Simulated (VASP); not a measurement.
Here is a VASP 6.6.1 calculation.

The input INCAR:

```
ALGO = Normal
EDIFF = 1E-6
ENCUT = 520
GGA = CA
ISIF = 2
ISMEAR = -1
LASPH = T
LCHARG = F
LREAL = F
LWAVE = F
NBANDS = 14
NELM = 60
PREC = Accurate
SIGMA = 0.05
```

The input KPOINTS:

```
k-points
0
Gamma
  11 11 6
```

POSCAR

```
Na
1.0
    3.7293309876      0.0000000000      0.0000000000
   -1.8646654938      3.2296953744      0.0000000000
    0.0000000000      0.0000000000      6.1540000000
Na
2
Direct
    0.3333333333      0.6666666667      0.2500000000
    0.6666666667      0.3333333333      0.7500000000
```

Potentials or basis: VASP PAW LDA potentials, release 64 (Na_pv).

The run is started by

```bash
$ cat potpaw_LDA.64/Na_pv/POTCAR > POTCAR
$ mpirun -np 1 vasp_std > vasp.out
```

Task: What does it give for the pressure?

Result: -0.7 GPa.

Task: Predict the band gap on the k mesh.

Result: Zero (band 7 reaches 1.97 eV, above the bottom of band 8 at -2.11 eV).

Stress tensor (GPa, compression positive):
```
-0.80  0.00  0.00
 0.00 -0.80  0.00
 0.00  0.00 -0.60
```

Caveat: the cell differs from its parent crystal (equal xx and yy strain of -1 %).
